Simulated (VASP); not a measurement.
Set up this calculation in VASP 6.6.1, as the native input.

```yaml
Task: single point
Functional: PBE
Potentials_or_basis: VASP PAW PBE potentials, release 64 (Zr_sv, B)
Cutoff: 520 eV
k_mesh: 6 × 6 × 4
Occupations: gaussian, width 0.1 eV
Spin: no spin polarisation
Dipole_correction: no
Further_INCAR_settings: ALGO = Normal; EDIFF = 1e-06; NBANDS = 24
```

The structure of Zr2B3 lies in POSCAR:

```
Zr2B3
1.0
    3.6953243700      0.0000000000      0.0000000000
   -1.8476621900      3.2002447800      0.0000000000
    0.0000000000      0.0000000000      4.5377244200
Zr B
2 3
Direct
    0.6666666700      0.3333333300      0.5000000000
    0.3333333300      0.6666666700      0.0000000000
    0.0000000000      0.0000000000      0.7454000100
    0.0000000000      0.0000000000      0.2545999900
    0.6666666700      0.3333333300      0.0000000000
```

The input as run:

INCAR

```
PREC     = Accurate       # precision mode
ENCUT    = 520            # plane-wave cutoff, eV
EDIFF    = 1E-6           # SCF threshold, eV
ISMEAR   = 0              # smearing method
SIGMA    = 0.1            # smearing width, eV
LREAL    = F              # projectors in reciprocal space
LASPH    = T              # aspherical terms in the spheres
NELM     = 80             # most SCF steps
ALGO     = Normal         # electronic algorithm
ISIF     = 2              # what is computed and relaxed
LWAVE    = F              # write WAVECAR
LCHARG   = T              # write CHGCAR
GGA      = PE             # functional
LELF     = T              # ELF
LVHAR    = T            
NBANDS   = 24             # bands
```

KPOINTS

```
regular mesh
0
Gamma
  6 6 4
```

Potentials or basis: VASP PAW PBE potentials, release 64 (Zr_sv, B).

The run is started by

```bash
$ cat potpaw_PBE.64/Zr_sv/POTCAR potpaw_PBE.64/B/POTCAR > POTCAR
$ mpirun -np 1 vasp_std > vasp.out
```

It gave:

```
Pressure      : 40.5 GPa
Largest force : 1.152 eV/Å
```

Caveat: forces of over 1 eV/Å act on the atoms, so gaps and moduli don't describe the material at rest.

Run time: 31 s on 1 thread of AMD EPYC 7R43 64-Core Processor (Zen 3), with other jobs on the host, peak memory 0.14 GiB.
